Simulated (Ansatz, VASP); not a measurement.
**One calculation of Pb, two programs**

```xyz
1
Lattice="0.0000 2.5176 2.5176 2.5176 0.0000 2.5176 2.5176 2.5176 0.0000" Properties=species:S:1:pos:R:3 pbc="T T T"
Pb    0.0000    0.0000    0.0000
```

Alike in both runs: task single point; functional PBE; k mesh 11 × 11 × 11; occupations methfessel-paxton of order 1, width 0.6 eV; no spin polarisation.

```csv
,VASP,Ansatz
version,VASP 6.6.1,Ansatz 0.2.0
potentials or method,"VASP PAW PBE potentials, release 64 (Pb_d), cutoff 520 eV","plane waves (420 eV) with PAW, scalar-relativistic"
valence electrons in the cell,14,14
```

|  | VASP | Ansatz | Ansatz less VASP |
| --- | --- | --- | --- |
| pressure (GPa) | 0.0 | 0.0 | +0.06 |

With one functional, cell and mesh, what is left measures potentials, basis and numerics.

Spin-orbit coupling is off throughout.
